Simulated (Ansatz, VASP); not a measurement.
# Two plane-wave programs on MgO

File POSCAR:

```
MgO
1.0
    2.6233491278      0.0000000000      0.0000000000
    0.0000000000      2.6233491278      0.0000000000
    0.0000000000      0.0000000000      2.6233491278
Mg O
1 1
Direct
    0.0000000000      0.0000000000      0.0000000000
    0.5000000000      0.5000000000      0.5000000000
```

Contents of INCAR.step1:

```
SYSTEM = MgO
PREC = Accurate
ENCUT = 920
ISMEAR = 1
SIGMA = 0.05
LREAL = .FALSE.
LASPH = .TRUE.
NELM = 120
NBANDS = 15
GGA = PE
ALGO = Normal
EDIFF = 1E-5
LWAVE = .TRUE.
LCHARG = .FALSE.
GGA_COMPAT = .FALSE.
```

File INCAR.step2:

```
SYSTEM = MgO
PREC = Accurate
ENCUT = 920
EDIFF = 1E-6
ISMEAR = 1
SIGMA = 0.05
LREAL = .FALSE.
LASPH = .TRUE.
NELM = 120
ALGO = Normal
ISIF = 2
LWAVE = .FALSE.
LCHARG = .FALSE.
METAGGA = R2SCAN
LMIXTAU = .TRUE.
NBANDS = 15
ISTART = 1
GGA_COMPAT = .FALSE.
```

File KPOINTS:

```
regular mesh
0
G
  6 6 6
  0 0 0
```

Input for Ansatz:

```yaml
crystal:
  lattice:
    - [2.6233491278, 0.0, 0.0]
    - [0.0, 2.6233491278, 0.0]
    - [0.0, 0.0, 2.6233491278]
  atoms:
    - { symbol: Mg, position: [0.0, 0.0, 0.0] }
    - { symbol: O, position: [0.5, 0.5, 0.5] }
kpoints:
  mp_grid: { grid: [6, 6, 6] }
hamiltonian:
  xc: r2scan
scf:
  occupations: { method: methfessel_paxton, width: 0.05 }
  n_extra_bands: 4
output:
  forces: true
  stress: true
  eigenvalues: true
```

Alike in both runs: task single point; functional r2SCAN; k mesh 6 × 6 × 6; occupations methfessel-paxton of order 1, width 0.05 eV; no spin polarisation.

|  | VASP | Ansatz |
| --- | --- | --- |
| version | VASP 6.6.1 | Ansatz 0.2.0 |
| potentials or method | VASP PAW PBE potentials, release 64 (Mg_sv, O) | plane waves |
| plane-wave cutoff (eV) | 920 | 500 |
| valence electrons in the cell | 16 | 16 |

```csv
,VASP,Ansatz,Ansatz less VASP
gap on the k mesh at the Fermi level (eV),3.51,3.49,-0.026
pressure (GPa),0.7,0.0,-0.66
```

VASP's potentials were made for PBE, not for r2SCAN.
